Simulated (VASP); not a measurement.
# NaTiO2 (R-3m) in VASP: notebook, part 2 of 2

VASP 6.6.1. Earlier steps stand in the parts before.

**3. Single point, LDA, collinear spin (10.08 Å³/atom)**

File INCAR:

```
ALGO = Normal
EDIFF = 1E-6
ENCUT = 520
ISIF = 2
ISMEAR = -1
ISPIN = 2
LASPH = True
LCHARG = False
LMAXMIX = 4
LORBIT = 11
LREAL = False
LWAVE = False
MAGMOM = 0 1 0 0
NBANDS = 28
NELM = 150
PREC = Accurate
SIGMA = 0.03
```

File KPOINTS:

```
k-points
0
Gamma
  10 10 10
```

File POSCAR:

```
NaTiO2
1.0
    1.4810510677      0.8550852326      5.3075185625
   -1.4810510677      0.8550852326      5.3075185625
    0.0000000000     -1.7101704652      5.3075185625
Na Ti O
1 1 2
Direct
    0.0000000000      0.0000000000      0.0000000000
    0.5000000000      0.5000000000      0.5000000000
    0.7638036100      0.7638036100      0.7638036100
    0.2361963900      0.2361963900      0.2361963900
```

Potentials or basis: VASP PAW LDA potentials, release 64 (Na_pv, Ti_sv, O).

Launch:

```bash
$ cat potpaw_LDA.64/Na_pv/POTCAR potpaw_LDA.64/Ti_sv/POTCAR potpaw_LDA.64/O/POTCAR > POTCAR
$ mpirun -np 1 vasp_std > vasp.out
```

OUTCAR:

```text
EDIFF = 1E-6
   ENCUT = 520
   ISIF = 2
   ISMEAR = -1
   ISPIN = 2
   LASPH = True
   LORBIT = 11
   LREAL = False
   NELM = 150
   PREC = Accurate

 ion  position               nearest neighbor table
   1  0.000  0.000  0.000-   3 2.31   4 2.31   3 2.31   3 2.31   4 2.31   4 2.31
   2  0.500  0.500  0.500-   4 2.04   3 2.04   4 2.04   4 2.04   3 2.04   3 2.04
   3  0.764  0.764  0.764-   2 2.04   2 2.04   2 2.04   1 2.31   1 2.31   1 2.31
   4  0.236  0.236  0.236-   2 2.04   2 2.04   2 2.04   1 2.31   1 2.31   1 2.31

  LATTYP: Found a trigonal (rhomboedric) cell.
 ALAT       =     5.5762385451
 COS(alpha) =     0.8589128780

  Lattice vectors:

 A1 = (   1.4810510677,   0.8550852326,   5.3075185625)
 A2 = (  -1.4810510677,   0.8550852326,   5.3075185625)
 A3 = (   0.0000000000,  -1.7101704652,   5.3075185625)

Analysis of symmetry for initial positions (statically):
[... 1648 lines left out ...]
------------------------ aborting loop because EDIFF is reached ----------------------------------------

  FORCE on cell =-STRESS in cart. coord.  units (eV):
  Direction    XX          YY          ZZ          XY          YZ          ZX
  --------------------------------------------------------------------------------------
  -------------------------------------------------------------------------------------
  Total       -0.7131182     -0.7131182      0.9899586     -0.0000000     -0.0000000      0.0000000
  in kB      -28.3302149    -28.3302149     39.3283203     -0.0000000     -0.0000000      0.0000000
  external PRESSURE =      -5.7773699 kB  Pullay stress =       0.0000000 kB

 VOLUME and BASIS-vectors are now :
 -----------------------------------------------------------------------------
  energy-cutoff  :      520.00
  volume of cell :       40.33
      direct lattice vectors                 reciprocal lattice vectors
     1.481051068  0.855085233  5.307518563     0.337598082  0.194912344  0.062803988
    -1.481051068  0.855085233  5.307518563    -0.337598082  0.194912344  0.062803988
     0.000000000 -1.710170465  5.307518563     0.000000000 -0.389824687  0.062803988

 POSITION                                       TOTAL-FORCE (eV/Angst)
 -----------------------------------------------------------------------------------
      0.00000      0.00000      0.00000        -0.000000      0.000000      0.000000
      0.00000      0.00000      7.96128         0.000000      0.000000     -0.000000
      0.00000      0.00000     12.16171        -0.000000     -0.000000     -0.359428
      0.00000      0.00000      3.76085        -0.000000     -0.000000      0.359428
 -----------------------------------------------------------------------------------
    total drift:                                0.000000      0.000000     -0.000000

  FREE ENERGIE OF THE ION-ELECTRON SYSTEM (eV)
  ---------------------------------------------------
  free  energy   TOTEN  =       -31.8588401365 eV

  energy  without entropy=      -31.8523987724  energy(sigma->0) =      -31.85561945

 total charge

# of ion       s       p       d       tot
------------------------------------------
    1        0.074   6.018   0.000   6.093
    2        2.195   6.237   1.942  10.374
    3        1.546   3.489   0.000   5.035
    4        1.546   3.489   0.000   5.035
--------------------------------------------------
tot          5.361  19.234   1.942  26.537

 magnetization (x)

# of ion       s       p       d       tot
------------------------------------------
    1        0.000   0.000   0.000   0.000
    2        0.000   0.000   0.000   0.000
    3        0.000  -0.000   0.000  -0.000
    4        0.000  -0.000   0.000  -0.000
--------------------------------------------------
tot          0.000  -0.000   0.000   0.000
```

stdout:

```text
POSCAR found type information on POSCAR NaTiO
 POSCAR found :  3 types and       4 ions
 scaLAPACK will be used
 LDA part: xc-table for (Slater(with rela. corr.)+CA(PZ))
 , standard interpolation
 POSCAR, INCAR and KPOINTS ok, starting setup
 FFT: planning ... GRIDC
 FFT: planning ... GRID_SOFT
 FFT: planning ... GRID
 WAVECAR not read
 entering main loop
```

It took 5.8 min on 1 thread of AMD EPYC 9R45 (Zen 5), shared host; peak memory 0.33 GiB.

What came out:

| Property | Result |
| --- | --- |
| Free energy | -31.8588 eV |
| Pressure | -0.6 GPa |
| Largest force | 0.359 eV/Å |
| Net moment | 0.00 μB per cell |
| Valence electrons inside the program's atomic spheres | Na 6.09; Ti 10.37; O 5.04 |

Forces in eV/Å, atoms in the order of the input:
```
Na   0.000  0.000  0.000
Ti   0.000  0.000  0.000
O    0.000  0.000 -0.359
O    0.000  0.000  0.359
```

Stress tensor (GPa, compression positive):
```
-2.83  0.00  0.00
 0.00 -2.83  0.00
 0.00  0.00  3.93
```

Levels at points of the mesh, in eV from the Fermi level:
Spin up:
| k point | band 13 | band 14 | band 15 | band 16 | band 17 | band 18 | band 19 | band 20 |
| --- | --- | --- | --- | --- | --- | --- | --- | --- |
| (0.00, 0.00, 0.00) | -4.34 | -3.85 | -3.85 | 0.15 | 0.15 | 0.83 | 2.25 | 3.21 |
| (0.50, 0.00, 0.00) | -5.93 | -5.12 | -4.67 | -0.52 | 1.53 | 1.61 | 3.41 | 3.57 |
| (0.50, 0.50, 0.00) | -5.80 | -4.84 | -4.67 | -0.83 | 1.53 | 1.63 | 3.59 | 3.62 |
| (0.50, 0.50, 0.50) | -5.70 | -3.93 | -3.93 | 0.17 | 0.17 | 0.93 | 3.26 | 3.26 |
Spin down:
```
           k point  band 12  band 13  band 14  band 15  band 16  band 17  band 18  band 19  band 20  band 21
(0.00, 0.00, 0.00)    -6.18    -4.34    -3.85    -3.85     0.15     0.15     0.83     2.25     3.21     3.21
(0.50, 0.00, 0.00)    -6.11    -5.93    -5.12    -4.67    -0.52     1.53     1.61     3.41     3.57     6.98
(0.50, 0.50, 0.00)    -5.93    -5.80    -4.84    -4.67    -0.83     1.53     1.63     3.59     3.62     5.42
(0.50, 0.50, 0.50)    -6.14    -5.70    -3.93    -3.93     0.17     0.17     0.93     3.26     3.26     3.99
```

Caveat: the stress differs along the axes, from -3 to 4 GPa; semilocal functionals often make such compounds metallic where correlation or magnetic order opens a gap, which also shifts bond lengths.

**4. Single point, LDA, collinear spin (11.14 Å³/atom)**

This run uses another cell than the first one, of 11.14 Å³/atom.

File INCAR:

```
  PREC = Accurate
  ENCUT = 520
  EDIFF = 1E-6
  ISMEAR = -1
  SIGMA = 0.03
  LREAL = F
  LASPH = T
  NELM = 150
  ALGO = Normal
  ISIF = 2
  LWAVE = F
  LCHARG = F
  ISPIN = 2
  MAGMOM = 0 1 0 0
  LORBIT = 11
  LMAXMIX = 4
  GGA = CA
  NBANDS = 28
```

File KPOINTS:

```
regular mesh
0
Gamma
  10 10 10
```

File POSCAR:

```
NaTiO2
1.0
    1.5312940610      0.8840930383      5.4875701661
   -1.5312940610      0.8840930383      5.4875701661
    0.0000000000     -1.7681860767      5.4875701661
Na Ti O
1 1 2
Direct
    0.0000000000      0.0000000000      0.0000000000
    0.5000000000      0.5000000000      0.5000000000
    0.7638036100      0.7638036100      0.7638036100
    0.2361963900      0.2361963900      0.2361963900
```

Launch:

```bash
$ cat potpaw_LDA.64/Na_pv/POTCAR potpaw_LDA.64/Ti_sv/POTCAR potpaw_LDA.64/O/POTCAR > POTCAR
$ mpirun -np 1 vasp_std > vasp.out
```

Run time: 22 min. Hardware: 1 thread of Oxide Virtual Turin-like, shared host; peak memory 0.39 GiB.

It converged, with:

| Item | Value |
| --- | --- |
| Free energy | -31.6333 eV |
| Pressure | -15.4 GPa |
| Largest force | 0.556 eV/Å |
| Net moment | 0.00 μB per cell |
| Valence electrons inside the program's atomic spheres | Na 6.07; Ti 10.20; O 4.98 |

Forces in eV/Å, atoms in the order of the input:
```
Na   0.000  0.000  0.000
Ti   0.000  0.000  0.000
O    0.000  0.000  0.556
O    0.000  0.000 -0.556
```

Stress tensor (GPa, compression positive):
```
-17.60   0.00   0.00
  0.00 -17.60   0.00
  0.00   0.00 -10.95
```

Levels at points of the mesh, in eV from the Fermi level:
Spin up:
```
           k point  band 13  band 14  band 15  band 16  band 17  band 18  band 19  band 20
(0.00, 0.00, 0.00)    -3.99    -3.57    -3.57     0.13     0.13     0.71     1.71     2.79
(0.50, 0.00, 0.00)    -5.40    -4.73    -4.34    -0.46     1.29     1.35     2.84     3.08
(0.50, 0.50, 0.00)    -5.27    -4.49    -4.35    -0.70     1.29     1.37     3.02     3.10
(0.50, 0.50, 0.50)    -5.23    -3.63    -3.63     0.14     0.14     0.76     2.83     2.83
```
Spin down:
```tsv
k point	band 13	band 14	band 15	band 16	band 17	band 18	band 19	band 20
(0.00, 0.00, 0.00)	-3.99	-3.57	-3.57	0.13	0.13	0.71	1.71	2.79
(0.50, 0.00, 0.00)	-5.40	-4.73	-4.34	-0.46	1.29	1.36	2.84	3.08
(0.50, 0.50, 0.00)	-5.27	-4.49	-4.35	-0.70	1.29	1.37	3.02	3.10
(0.50, 0.50, 0.50)	-5.23	-3.63	-3.63	0.14	0.14	0.76	2.83	2.83
```

Caveat: the stress differs along the axes, from -18 to -11 GPa; semilocal functionals often make such compounds metallic where correlation or magnetic order opens a gap, which also shifts bond lengths.

**5. Single point, LDA, collinear spin (11.67 Å³/atom)**

This run uses another cell than the first one, of 11.67 Å³/atom.

File INCAR:

```
SYSTEM = NaTiO2
  PREC = Accurate
  ENCUT = 520
  EDIFF = 1E-6
  ISMEAR = -1
  SIGMA = 0.03
  LREAL = .FALSE.
  LASPH = .TRUE.
  NELM = 150
  ALGO = Normal
  ISIF = 2
  LWAVE = .FALSE.
  LCHARG = .FALSE.
  ISPIN = 2
  MAGMOM = 0 1 0 0
  LORBIT = 11
  LMAXMIX = 4
  GGA = CA
  NBANDS = 28
```

File KPOINTS:

```
Automatic mesh
0
G
  10 10 10
  0 0 0
```

File POSCAR:

```
NaTiO2
1.0
    1.5552243960      0.8979092237      5.5733273016
   -1.5552243960      0.8979092237      5.5733273016
    0.0000000000     -1.7958184473      5.5733273016
Na Ti O
1 1 2
Direct
    0.0000000000      0.0000000000      0.0000000000
    0.5000000000      0.5000000000      0.5000000000
    0.7638036100      0.7638036100      0.7638036100
    0.2361963900      0.2361963900      0.2361963900
```

Launch:

```bash
$ cat potpaw_LDA.64/Na_pv/POTCAR potpaw_LDA.64/Ti_sv/POTCAR potpaw_LDA.64/O/POTCAR > POTCAR
$ mpirun -np 1 vasp_std > vasp.out
```

Wall time 26 min (1 thread of Oxide Virtual Turin-like, shared host); peak memory 0.41 GiB.

It converged, with:

- Free energy: -31.3981 eV
- Pressure: -20.2 GPa
- Largest force: 0.896 eV/Å
- Net moment: 0.00 μB per cell
- Valence electrons inside the program's atomic spheres: Na 6.05; Ti 10.13; O 4.96

Forces on the atoms (eV/Å):
```
Na   0.000  0.000  0.000
Ti   0.000  0.000  0.000
O    0.000  0.000  0.896
O    0.000  0.000 -0.896
```

Stress tensor (GPa, compression positive):
```
-22.35   0.00   0.00
  0.00 -22.35   0.00
  0.00   0.00 -15.87
```

Levels at points of the mesh, in eV from the Fermi level:
Spin up:
```
           k point  band 12  band 13  band 14  band 15  band 16  band 17  band 18  band 19  band 20  band 21
(0.00, 0.00, 0.00)    -5.36    -3.83    -3.43    -3.43     0.12     0.12     0.66     1.49     2.61     2.61
(0.50, 0.00, 0.00)    -5.34    -5.16    -4.54    -4.19    -0.43     1.20     1.25     2.60     2.88     6.58
(0.50, 0.50, 0.00)    -5.15    -5.04    -4.32    -4.20    -0.65     1.19     1.27     2.77     2.90     4.96
(0.50, 0.50, 0.50)    -5.32    -5.01    -3.49    -3.49     0.13     0.13     0.69     2.65     2.65     3.29
```
Spin down:
```csv
k point,band 12,band 13,band 14,band 15,band 16,band 17,band 18,band 19,band 20,band 21
"(0.00, 0.00, 0.00)",-5.36,-3.83,-3.43,-3.43,0.11,0.11,0.66,1.49,2.61,2.61
"(0.50, 0.00, 0.00)",-5.34,-5.16,-4.54,-4.19,-0.43,1.19,1.25,2.60,2.88,6.58
"(0.50, 0.50, 0.00)",-5.15,-5.04,-4.32,-4.20,-0.65,1.19,1.26,2.77,2.90,4.96
"(0.50, 0.50, 0.50)",-5.33,-5.01,-3.49,-3.49,0.12,0.12,0.69,2.65,2.65,3.29
```

Caveat: the stress differs along the axes, from -22 to -16 GPa; semilocal functionals often make such compounds metallic where correlation or magnetic order opens a gap, which also shifts bond lengths.

**6. Summary**

| cell | gap on the mesh (eV) | pressure (GPa) | moment (μB) | largest force (eV/Å) |
| --- | --- | --- | --- | --- |
| a = 5.576 Å, angles 30.8°, 4 atoms | none | -0.6 | 0.00 | 0.36 |
| a = 5.765 Å, angles 30.8°, 4 atoms | none | -15.4 | 0.00 | 0.56 |
| a = 5.856 Å, angles 30.8°, 4 atoms | none | -20.2 | 0.00 | 0.90 |

Alike in all rows: task single point; level LDA; potentials or basis VASP PAW LDA potentials, release 64 (Na_pv, Ti_sv, O); spin collinear; k mesh 10 × 10 × 10; cutoff (eV) 520; smearing fermi-dirac 0.03 eV.

Caveats: semilocal functionals often make such compounds metallic where correlation or magnetic order opens a gap, which also shifts bond lengths; the stress differs along the axes, from -3 to 4 GPa (at least some runs); the stress differs along the axes, from -18 to -11 GPa (at least some runs); the stress differs along the axes, from -22 to -16 GPa (at least some runs).

Absolute energies hang on the potentials; compare differences alone.
